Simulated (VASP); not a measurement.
# Sb (P4/mmm) in VASP: notebook

Runs on Sb. Level: PBEsol. Tasks: single point.

All numbers are computed with VASP 6.6.1; they aren't measurements. Logs are shortened: lines on timing, memory, paths and dates and some standing lists are left out, and cuts for length are marked.

### Step 1. The cell of the first run

It takes space group P4/mmm (No. 123, tetragonal). Conventional cell: a = 3.413 Å, b = 3.413 Å, c = 2.907 Å, α = 90.00°, β = 90.00°, γ = 90.00°. Sb (site symmetry 4/mmm) has 6 Sb at 2.91 to 3.41 Å within 3.8 Å.

### Step 2. Single point, PBEsol (strain +0.080 along x and y, -0.080 along z)

Contents of INCAR:

```
SYSTEM = Sb
PREC = Accurate ; ENCUT = 520
EDIFF = 1E-6 ; ISMEAR = 0
SIGMA = 0.15 ; LREAL = .FALSE.
LASPH = .TRUE. ; NELM = 80
ALGO = Normal ; ISIF = 2
LWAVE = .FALSE. ; LCHARG = .TRUE.
GGA = PS ; LELF = .TRUE.
LVHAR = .TRUE. ; NBANDS = 8
```

Contents of KPOINTS:

```
Automatic mesh
0
G
  16 16 16
  0 0 0
```

Contents of POSCAR:

```
Sb
1.0
    3.4128000000      0.0000000000      0.0000000000
    0.0000000000      3.4128000000      0.0000000000
    0.0000000000      0.0000000000      2.9072000000
Sb
1
Direct
    0.0000000000      0.0000000000      0.0000000000
```

Potentials or basis: VASP PAW PBE potentials, release 64 (Sb).

On the command line:

```
$ cat potpaw_PBE.64/Sb/POTCAR > POTCAR
$ mpirun -np 1 vasp_std > vasp.out
```

OUTCAR:

```text
SYSTEM = Sb
   PREC = Accurate
   ENCUT = 520
   EDIFF = 1E-6
   ISMEAR = 0
   LREAL = .FALSE.
   LASPH = .TRUE.
   NELM = 80
   ISIF = 2
   GGA = PS

 ion  position               nearest neighbor table
   1  0.000  0.000  0.000-

  LATTYP: Found a simple tetragonal cell.
 ALAT       =     3.4128000000
 C/A-ratio  =     0.8518518519

  Lattice vectors:

 A1 = (   3.4128000000,   0.0000000000,   0.0000000000)
 A2 = (   0.0000000000,   3.4128000000,   0.0000000000)
 A3 = (   0.0000000000,   0.0000000000,   2.9072000000)

Analysis of symmetry for initial positions (statically):
=====================================================================
 Subroutine PRICEL returns:
 Original cell was already a primitive cell.

 Routine SETGRP: Setting up the symmetry group for a
 simple tetragonal supercell.

 Subroutine GETGRP returns: Found 16 space group operations
 (whereof 16 operations were pure point group operations)
 out of a pool of 16 trial point group operations.

The static configuration has the point symmetry D_4h.

Analysis of symmetry for dynamics (positions and initial velocities):
=====================================================================
 Subroutine PRICEL returns:
 Original cell was already a primitive cell.

 Routine SETGRP: Setting up the symmetry group for a
 simple tetragonal supercell.

 Subroutine GETGRP returns: Found 16 space group operations
 (whereof 16 operations were pure point group operations)
 out of a pool of 16 trial point group operations.

The dynamic configuration has the point symmetry D_4h.

 Subroutine INISYM returns: Found 16 space group operations
 (whereof 16 operations are pure point group operations),
 and found     1 'primitive' translations

----------------------------------------------------------------------------------------

                                     Primitive cell

  volume of cell :      33.8608

  direct lattice vectors                    reciprocal lattice vectors
     3.412800000  0.000000000  0.000000000     0.293014534  0.000000000  0.000000000
     0.000000000  3.412800000  0.000000000     0.000000000  0.293014534  0.000000000
     0.000000000  0.000000000  2.907200000     0.000000000  0.000000000  0.343973583

  length of vectors
     3.412800000  3.412800000  2.907200000     0.293014534  0.293014534  0.343973583

  position of ions in fractional coordinates (direct lattice)
     0.000000000  0.000000000  0.000000000

  ion indices of the primitive-cell ions
   primitive index   ion index
                 1           1

----------------------------------------------------------------------------------------

 KPOINTS: Automatic mesh

Automatic generation of k-mesh.
 Grid dimensions read from file:
 generate k-points for:   16   16   16

 Generating k-lattice:

  Cartesian coordinates                     Fractional coordinates (reciprocal lattice)
     0.018313408  0.000000000  0.000000000     0.062500000  0.000000000  0.000000000
     0.000000000  0.018313408  0.000000000     0.000000000  0.062500000  0.000000000
     0.000000000  0.000000000  0.021498349     0.000000000  0.000000000  0.062500000

  Length of vectors
     0.018313408  0.018313408  0.021498349

  Shift w.r.t. Gamma in fractional coordinates (k-lattice)
     0.000000000  0.000000000  0.000000000

 Subroutine IBZKPT returns following result:
 ===========================================

 Found    405 irreducible k-points:

 Following reciprocal coordinates:
            Coordinates               Weight
  0.000000  0.000000  0.000000      1.000000
  0.062500  0.000000  0.000000      4.000000
  0.125000  0.000000  0.000000      4.000000
  0.187500  0.000000  0.000000      4.000000
  0.250000  0.000000  0.000000      4.000000
  0.312500  0.000000  0.000000      4.000000
[... 16 lines left out ...]
  0.437500  0.125000  0.000000      8.000000
  0.500000  0.125000  0.000000      4.000000
 [... further k-points ...]
   k-points           NKPTS =    405   k-points in BZ     NKDIM =    405   number of bands    NBANDS=      8
   number of dos      NEDOS =    301   number of ions     NIONS =      1
   total plane-waves  NPLWV =  18816
   dimension x,y,z NGX =    28 NGY =   28 NGZ =   24
   dimension x,y,z NGXF=    56 NGYF=   56 NGZF=   48
   ions per type =               1
   NGX,Y,Z   is equivalent  to a cutoff of  13.64, 13.64, 13.72 a.u.
   NGXF,Y,Z  is equivalent  to a cutoff of  27.28, 27.28, 27.45 a.u.
 SYSTEM =  Sb
   PREC   = accura    normal or accurate (medium, high low for compatibility)
   ISTART =      0    job   : 0-new  1-cont  2-samecut
   ICHARG =      2    charge: 1-file 2-atom 10-const
   ISPIN  =      1    spin polarized calculation?
   LNONCOLLINEAR =      F non collinear calculations
   LSORBIT =      F    spin-orbit coupling
   LASPH  =      T    aspherical Exc in radial PAW
   ENCUT  =  520.0 eV  38.22 Ry    6.18 a.u.   6.35  6.35  5.41*2*pi/ulx,y,z
   NELM   =     80;   NELMIN=  2; NELMDL= -5     # of ELM steps
   EDIFF  = 0.1E-05   stopping-criterion for ELM
   LREAL  =      F    real-space projection
   EDIFFG = 0.1E-04   stopping-criterion for IOM
   NSW    =      0    number of steps for IOM
   IBRION =     -1    ionic relax: 0-MD 1-quasi-New 2-CG
   NFREE  =      0    steps in history (QN), initial steepest desc. (CG)
   ISIF   =      2    stress and relaxation
   ISYM   =      2    0-nonsym 1-usesym 2-fastsym
   POTIM  = 0.5000    time-step for ionic-motion
   TEBEG  =    0.0;   TEEND  =   0.0 temperature during run
   PSTRESS=    0.0 pullay stress
   NELECT =       5.0000    total number of electrons
   NUPDOWN=      -1.0000    fix difference up-down
   EMIN   =  10.00;   EMAX   =-10.00  energy-range for DOS
   EFERMI =   0.00;   METHOD = LEGACY
   ISMEAR =     0;   SIGMA  =   0.15  broadening in eV -4-tet -1-fermi 0-gaus
   EFERMI_NEDOS =   21; number of points for ismear=-14 and -15
   IALGO  =     38    algorithm
   IMIX   =      4    mixing-type and parameters
     AMIX     =   0.40;   BMIX     =  1.00
     AMIX_MAG =   1.60;   BMIX_MAG =  1.00
  volume/ion in A,a.u.               =      33.86       228.50
  Fermi-wavevector in a.u.,A,eV,Ry     =   0.865299  1.635177 10.187247  0.748742
  Thomas-Fermi vector in A             =   1.983521
   LORBIT       =      0    0 simple, 1 ext, 2 COOP (PROOUT), +10 PAW based schemes
   GGA     = PS    functional components
   LHFCALC =     F    Hartree Fock is set to
   AEXX    =    0.0000 exact exchange contribution
   IVDW    =     0    specifies the selected vdW correction
   LEPSILON=     F    determine dielectric tensor
   LRPA    =     F    only Hartree local field effects (RPA)
 non-spin polarized calculation
 Gauss-broadening in eV      SIGMA  =   0.15
  energy-cutoff  :      520.00
  volume of cell :       33.86
 maximum number of plane-waves:       935
 NGX is ok and might be reduce to    28
   NGX = 13   NGY = 13   NGZ = 11

 number of electron       4.9999999 magnetization

 Free energy of the ion-electron system (eV)
  ---------------------------------------------------
  ext. energy  EPLUGINS =         0.00000000
  ---------------------------------------------------
  free energy    TOTEN  =        -4.25601970 eV

  energy without entropy =       -4.24973174  energy(sigma->0) =       -4.25287572

 E-fermi :   5.4865     XC(G=0):  -9.2017

 val. band max:        5.4559984833   @ k =   0.2500   0.0000   0.3750
 cond. band min:       5.4939343517   @ k =   0.1250   0.0000   0.0000
 fundamental gap:      0.0379358684
 Fermi energy:         5.4865450348

 k-point     1 :       0.0000    0.0000    0.0000
  band No.  band energies     occupation
      1      -6.2117      2.00000
      2       7.0533      0.00000
      3       7.0533      0.00000
      4      11.0744      0.00000
      5      11.4024      0.00000
      6      11.4079      0.00000
      7      15.3969      0.00000
      8      20.9228      0.00000

 k-point     2 :       0.0625    0.0000    0.0000
  band No.  band energies     occupation
      1      -6.1724      2.00000
      2       6.5497      0.00000
      3       7.0894      0.00000
      4      11.2389      0.00000
      5      11.4453      0.00000
      6      11.8637      0.00000
      7      15.4331      0.00000
      8      20.2486      0.00000

 k-point     3 :       0.1250    0.0000    0.0000
  band No.  band energies     occupation
      1      -6.0563      2.00000
      2       5.4939      0.94446
      3       7.1951      0.00000
      4      11.3906      0.00000
      5      11.5544      0.00000
      6      13.1252      0.00000
      7      15.5436      0.00000
      8      19.2204      0.00000

 k-point     4 :       0.1875    0.0000    0.0000
  band No.  band energies     occupation
      1      -5.8695      2.00000
      2       4.3332      2.00000
      3       7.3617      0.00000
      4      11.5981      0.00000
      5      11.7265      0.00000
      6      14.6174      0.00000
      7      15.7477      0.00000
      8      18.2149      0.00000

 k-point     5 :       0.2500    0.0000    0.0000
  band No.  band energies     occupation
      1      -5.6246      2.00000
      2       3.2279      2.00000
      3       7.5735      0.00000
      4      11.8775      0.00000
      5      11.9452      0.00000
      6      15.6957      0.00000
      7      16.3536      0.00000
      8      17.2951      0.00000
[... 177 lines left out ...]
 k-point    22 :       0.3750    0.1250    0.0000
  band No.  band energies     occupation
      1      -4.9121      2.00000
      2       1.6250      2.00000
      3       6.5693      0.00000
      4      12.5556      0.00000
      5      12.9843      0.00000
      6      14.5399      0.00000
      7      16.9156      0.00000
      8      18.9464      0.00000

 k-point    23 :       0.4375    0.1250    0.0000
  band No.  band energies     occupation
      1      -4.6984      2.00000
      2       1.1038      2.00000
      3       6.7587      0.00000
      4      12.6143      0.00000
      5      12.7191      0.00000
      6      14.6954      0.00000
      7      17.3621      0.00000
      8      18.5076      0.00000

 k-point    24 :       0.5000    0.1250    0.0000
  band No.  band energies     occupation
      1      -4.6162      2.00000
      2       0.9185      2.00000
      3       6.8303      0.00000
      4      12.4744      0.00000
      5      12.7795      0.00000
      6      14.7682      0.00000
      7      17.6493      0.00000
      8      18.2335      0.00000

 [... further k-points ...]
[... 5 lines left out ...]
  --------------------------------------------------------------------------------------
  -------------------------------------------------------------------------------------
  Total       -2.0764494     -2.0764494      1.1096793      0.0000000      0.0000000      0.0000000
  in kB      -98.2506333    -98.2506333     52.5063063      0.0000000      0.0000000      0.0000000
  external PRESSURE =     -47.9983201 kB  Pullay stress =       0.0000000 kB

 VOLUME and BASIS-vectors are now :
 -----------------------------------------------------------------------------
  energy-cutoff  :      520.00
  volume of cell :       33.86
      direct lattice vectors                 reciprocal lattice vectors
     3.412800000  0.000000000  0.000000000     0.293014534  0.000000000  0.000000000
     0.000000000  3.412800000  0.000000000     0.000000000  0.293014534  0.000000000
     0.000000000  0.000000000  2.907200000     0.000000000  0.000000000  0.343973583

 POSITION                                       TOTAL-FORCE (eV/Angst)
 -----------------------------------------------------------------------------------
      0.00000      0.00000      0.00000         0.000000      0.000000      0.000000
 -----------------------------------------------------------------------------------
    total drift:                                0.000000     -0.000000      0.000000

  FREE ENERGIE OF THE ION-ELECTRON SYSTEM (eV)
  ---------------------------------------------------
  free  energy   TOTEN  =        -4.2560196963 eV

  energy  without entropy=       -4.2497317390  energy(sigma->0) =       -4.25287572
```

Wall time 38 s (1 thread of Intel Xeon Platinum 8375C at 2.90GHz (Ice Lake), shared host); peak memory 0.23 GiB.

Results:

```
Free energy : -4.2560 eV
Pressure    : -4.8 GPa
```

Stress tensor (GPa, compression positive):
```
-9.83  0.00  0.00
 0.00 -9.83  0.00
 0.00  0.00  5.25
```

Levels at points of the mesh, in eV from the Fermi level:
```
           k point  band 1  band 2  band 3  band 4  band 5  band 6  band 7
(0.00, 0.00, 0.00)  -11.70    1.57    1.57    5.59    5.92    5.92    9.91
(0.50, 0.00, 0.00)  -10.26   -4.72    2.75    7.15    7.67    9.60    9.85
(0.50, 0.50, 0.00)   -8.81   -3.31   -3.31    2.34    8.35   12.93   14.80
(0.00, 0.00, 0.50)   -8.27   -5.17    4.31    4.31    8.91    8.95    9.91
(0.50, 0.00, 0.50)   -6.69   -3.96   -1.85    2.78    5.48   11.28   11.41
(0.50, 0.50, 0.50)   -5.04   -2.86   -0.56   -0.56    4.71    4.71    5.87
```

Caveat: the cell differs from its parent crystal (strain +0.080 along x and y, -0.080 along z); the PAW data sets were made with another functional, which shifts forces and pressure a little; spin-orbit coupling is left out, which moves the levels of the heavy elements.

### Step 3. Single point, PBEsol (strain +0.000 along x and y, +0.080 along z)

Contents of INCAR:

```
  PREC = Accurate
  ENCUT = 520
  EDIFF = 1E-7
  ISMEAR = 0
  SIGMA = 0.15
  LREAL = False
  LASPH = True
  NELM = 60
  ALGO = Normal
  ISIF = 2
  LWAVE = False
  LCHARG = False
  GGA = PS
  NBANDS = 8
```

Contents of KPOINTS:

```
regular mesh
0
Gamma
  16 16 16
```

Contents of POSCAR:

```
Sb
1.0
    3.1600000000      0.0000000000      0.0000000000
    0.0000000000      3.1600000000      0.0000000000
    0.0000000000      0.0000000000      3.4128000000
Sb
1
Direct
    0.0000000000      0.0000000000      0.0000000000
```

Potentials or basis: VASP PAW PBE potentials, release 64 (Sb).

On the command line:

```
$ cat potpaw_PBE.64/Sb/POTCAR > POTCAR
$ mpirun -np 1 vasp_std > vasp.out
```

It took 27 s on 1 thread of Intel Xeon Platinum 8375C at 2.90GHz (Ice Lake), shared host; peak memory 0.23 GiB.

Results (log left out):

```yaml
Free_energy: -4.3685 eV
Pressure: -6.8 GPa
```

Stress tensor (GPa, compression positive):
```
-5.40  0.00  0.00
 0.00 -5.40  0.00
 0.00  0.00 -9.61
```

Levels at points of the mesh, in eV from the Fermi level:
| k point | band 1 | band 2 | band 3 | band 4 | band 5 | band 6 |
| --- | --- | --- | --- | --- | --- | --- |
| (0.00, 0.00, 0.00) | -11.50 | 1.74 | 3.53 | 3.53 | 5.86 | 7.25 |
| (0.50, 0.00, 0.00) | -9.25 | -4.84 | 3.57 | 5.39 | 8.41 | 9.52 |
| (0.50, 0.50, 0.00) | -6.86 | -2.91 | -2.91 | 2.67 | 5.37 | 11.49 |
| (0.00, 0.00, 0.50) | -10.05 | -4.60 | 4.74 | 4.74 | 8.69 | 10.57 |
| (0.50, 0.00, 0.50) | -7.74 | -3.51 | -2.56 | 2.55 | 6.56 | 12.08 |
| (0.50, 0.50, 0.50) | -5.22 | -1.70 | -1.70 | -0.66 | 4.61 | 5.20 |

Caveat: the cell differs from its parent crystal (strain +0.000 along x and y, +0.080 along z); the PAW data sets were made with another functional, which shifts forces and pressure a little; spin-orbit coupling is left out, which moves the levels of the heavy elements.

### Step 4. Single point, PBEsol (strain +0.080 along x and y, -0.040 along z)

Contents of INCAR:

```
PREC     = Accurate       # precision mode
ENCUT    = 520            # plane-wave cutoff, eV
EDIFF    = 1E-6           # SCF threshold, eV
ISMEAR   = 0              # smearing method
SIGMA    = 0.15           # smearing width, eV
LREAL    = F              # projectors in reciprocal space
LASPH    = T              # aspherical terms in the spheres
NELM     = 80             # most SCF steps
ALGO     = Normal         # electronic algorithm
ISIF     = 2              # what is computed and relaxed
LWAVE    = F              # write WAVECAR
LCHARG   = T              # write CHGCAR
GGA      = PS             # functional
LELF     = T              # ELF
LVHAR    = T            
NBANDS   = 8              # bands
```

Contents of KPOINTS:

```
Automatic mesh
0
Gamma
  16 16 16
```

Contents of POSCAR:

```
Sb
1.0
    3.4128000000      0.0000000000      0.0000000000
    0.0000000000      3.4128000000      0.0000000000
    0.0000000000      0.0000000000      3.0336000000
Sb
1
Direct
    0.0000000000      0.0000000000      0.0000000000
```

On the command line:

```
$ cat potpaw_PBE.64/Sb/POTCAR > POTCAR
$ mpirun -np 1 vasp_std > vasp.out
```

It took 34 s on 1 thread of Intel Xeon Platinum 8375C at 2.90GHz (Ice Lake), shared host; peak memory 0.23 GiB.

The run converged. Its results:

* Free energy: -4.2711 eV
* Pressure: -7.1 GPa

Stress tensor (GPa, compression positive):
```
-9.86  0.00  0.00
 0.00 -9.86  0.00
 0.00  0.00 -1.54
```

Levels at points of the mesh, in eV from the Fermi level:
```csv
k point,band 1,band 2,band 3,band 4,band 5,band 6,band 7
"(0.00, 0.00, 0.00)",-11.32,1.89,1.89,4.87,5.89,6.16,8.92
"(0.50, 0.00, 0.00)",-9.86,-4.45,3.09,6.08,7.94,9.79,10.08
"(0.50, 0.50, 0.00)",-8.39,-3.02,-3.02,2.55,7.27,12.33,14.06
"(0.00, 0.00, 0.50)",-8.51,-4.79,4.15,4.15,8.75,9.15,10.05
"(0.50, 0.00, 0.50)",-6.95,-3.51,-2.02,2.84,5.31,11.36,11.51
"(0.50, 0.50, 0.50)",-5.32,-2.35,-0.72,-0.72,4.82,4.82,5.66
```

Caveat: the cell differs from its parent crystal (strain +0.080 along x and y, -0.040 along z); the PAW data sets were made with another functional, which shifts forces and pressure a little; spin-orbit coupling is left out, which moves the levels of the heavy elements.

### Step 5. Single point, PBEsol (strain +0.080 along x and y, +0.000 along z)

Contents of INCAR:

```
PREC = Accurate
ENCUT = 520
EDIFF = 1E-7
ISMEAR = 0
SIGMA = 0.15
LREAL = F
LASPH = T
NELM = 100
ALGO = Normal
ISIF = 2
LWAVE = F
LCHARG = F
GGA = PS
NBANDS = 8
```

KPOINTS is that of step 4.

Changes to POSCAR since step 4:

```diff
@@ -4,3 +4,3 @@
     0.0000000000      3.4128000000      0.0000000000
-    0.0000000000      0.0000000000      3.0336000000
+    0.0000000000      0.0000000000      3.1600000000
 Sb
```

On the command line:

```
$ cat potpaw_PBE.64/Sb/POTCAR > POTCAR
$ mpirun -np 1 vasp_std > vasp.out
```

Wall time 48 s (1 thread of Intel Xeon Platinum 8375C at 2.90GHz (Ice Lake), shared host); peak memory 0.24 GiB.

Results (log left out):

```yaml
Free_energy: -4.2350 eV
Pressure: -8.5 GPa
```

Stress tensor (GPa, compression positive):
```
-9.72  0.00  0.00
 0.00 -9.72  0.00
 0.00  0.00 -6.01
```

Levels at points of the mesh, in eV from the Fermi level:
```tsv
k point	band 1	band 2	band 3	band 4	band 5	band 6	band 7
(0.00, 0.00, 0.00)	-11.01	2.16	2.16	3.97	6.16	6.37	8.04
(0.50, 0.00, 0.00)	-9.52	-4.21	3.37	5.18	8.16	9.88	10.28
(0.50, 0.50, 0.00)	-8.03	-2.78	-2.78	2.74	6.35	11.76	13.39
(0.00, 0.00, 0.50)	-8.71	-4.44	4.01	4.01	8.60	9.34	9.76
(0.50, 0.00, 0.50)	-7.17	-3.11	-2.17	2.90	5.17	11.15	11.73
(0.50, 0.50, 0.50)	-5.55	-1.89	-0.86	-0.86	4.93	4.93	5.48
```

Caveat: the cell differs from its parent crystal (strain +0.080 along x and y, +0.000 along z); the PAW data sets were made with another functional, which shifts forces and pressure a little; spin-orbit coupling is left out, which moves the levels of the heavy elements.

### Step 6. The runs side by side

```tsv
cell	gap on the mesh (eV)	pressure (GPa)
a = 3.413, b = 3.413, c = 2.907 Å, 1 atom	none	-4.8
a = 3.160, b = 3.160, c = 3.413 Å, 1 atom	none	-6.8
a = 3.413, b = 3.413, c = 3.034 Å, 1 atom	none	-7.1
a = 3.413, b = 3.413, c = 3.160 Å, 1 atom	none	-8.5
```

Alike in all rows: task single point; level PBEsol; potentials or basis VASP PAW PBE potentials, release 64 (Sb); no spin polarisation; k mesh 16 × 16 × 16; cutoff (eV) 520; smearing gaussian 0.15 eV.

Caveats: the PAW data sets were made with another functional, which shifts forces and pressure a little; spin-orbit coupling is left out, which moves the levels of the heavy elements.

Absolute energies hang on the potentials; compare differences alone.
